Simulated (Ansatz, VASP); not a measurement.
One calculation of GaAs, two programs

```
Ga As
1.0
     0.00000    2.74809    2.74809
     2.74809    0.00000    2.74809
     2.74809    2.74809    0.00000
Ga As
1 1
Direct
  0.00000 0.00000 0.00000
  0.25000 0.25000 0.25000
```

Change from the starting cell: hydrostatic strain -3.0%.

Alike in both runs: task single point; functional PBE; k mesh 8 × 8 × 8; occupations fermi-dirac, width 0.02 eV; no spin polarisation.

```csv
,VASP,Ansatz
version,VASP 6.6.1,Ansatz 0.2.0
potentials or method,"VASP PAW PBE potentials, release 64 (Ga_d, As)","plane waves, PAW"
plane-wave cutoff (eV),520,420
valence electrons in the cell,18,28
```

Ansatz gave:

- gap on the k mesh at the Fermi level (eV): 1.17
- pressure (GPa): 11.0

Question: What did VASP give for the same quantities?

Answer: gap on the k mesh at the Fermi level (eV): 1.18; pressure (GPa): 11.3.

VASP's potentials hold 18 valence electrons a cell and Ansatz's 28, so a difference there can come from the potentials and not from the codes.
